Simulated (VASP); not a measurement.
## TlCl: single point with PBEsol

Crystal: TlCl.

```
Tl Cl
1.0
     3.46007    0.00000    0.00000
     0.00000    3.46007    0.00000
     0.00000    0.00000    3.46007
Tl Cl
1 1
Cartesian
  0.0000 0.0000 0.0000
  1.7300 1.7300 1.7300
```

```
Program                : VASP 6.6.1
Task                   : single point
Functional             : PBEsol
Potentials or basis    : VASP PAW PBE potentials, release 64 (Tl_d, Cl)
Cutoff                 : 500 eV
k mesh                 : 6 × 6 × 6
Occupations            : gaussian, width 0.01 eV
Spin                   : no spin polarisation
Dipole correction      : no
Further INCAR settings : ALGO = Normal; EDIFF = 1e-06; NBANDS = 17
```

```json
{
 "Pressure": "14.9 GPa",
 "Band gap on the k mesh": "0.72 eV (least direct gap 0.96 eV)"
}
```

Levels at points of the mesh, in eV from the valence-band top:
```tsv
k point	band 8	band 9	band 10	band 11	band 12	band 13
(0.00, 0.00, 0.00)	-3.38	-3.38	-3.38	6.51	6.51	8.87
(0.50, 0.00, 0.00)	-2.48	-2.48	0.00	0.96	6.03	6.03
(0.50, 0.50, 0.00)	-5.77	-4.38	-2.55	4.90	4.90	7.82
(0.50, 0.50, 0.50)	-3.84	-3.84	-2.09	0.72	0.72	0.72
```

Wall time 17 s on 1 thread of Intel(R) Xeon(R) Platinum 8259CL CPU @ 2.50GHz (Skylake/Cascade Lake), with other jobs on the host, peak memory 0.16 GiB.

Caveat: the cell stands under pressure; the PAW data sets were made with another functional, which shifts forces and pressure a little; spin-orbit coupling is left out, which moves the levels of the heavy elements. A k mesh can miss the band edges.
